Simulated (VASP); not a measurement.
Input of a VASP 6.6.1 run:

Contents of INCAR:

```
PREC = Accurate
ENCUT = 520
EDIFF = 1E-6
ISMEAR = -1
SIGMA = 0.02
LREAL = F
LASPH = T
NELM = 80
ALGO = Normal
ISIF = 2
LWAVE = F
LCHARG = F
GGA = PE
IBRION = 2
NSW = 80
EDIFFG = -0.02
```

KPOINTS

```
regular mesh
0
Gamma
  13 13 5
```

The input POSCAR:

```
BN
1.0
    2.4881487161      0.0000000000      0.0000000000
   -1.2440743581      2.1547999966      0.0000000000
    0.0000000000      0.0000000000      6.4633091453
B N
2 2
Direct
    0.3333333333      0.6666666667      0.2500000000
    0.6666666667      0.3333333333      0.7500000000
    0.3333333333      0.6666666667      0.7500000000
    0.6666666667      0.3333333333      0.2500000000
```

Potentials or basis: VASP PAW PBE potentials, release 64 (B, N).

The run is started by

```sh
$ cat potpaw_PBE.64/B/POTCAR potpaw_PBE.64/N/POTCAR > POTCAR
$ mpirun -np 1 vasp_std > vasp.out
```

**Question.** Estimate the band gap on the k mesh.

**Answer.** 4.28 eV, indirect (least direct gap 4.66 eV).

Stress tensor (GPa, compression positive):
```
11.22  0.00  0.00
 0.00 11.22  0.00
 0.00  0.00  3.93
```

Caveat: the relaxation stopped at its first step, so nothing moved; this functional lacks dispersion, which binds the layers, so the pressure and a relaxed spacing across them are unreliable. A k mesh can miss the band edges.
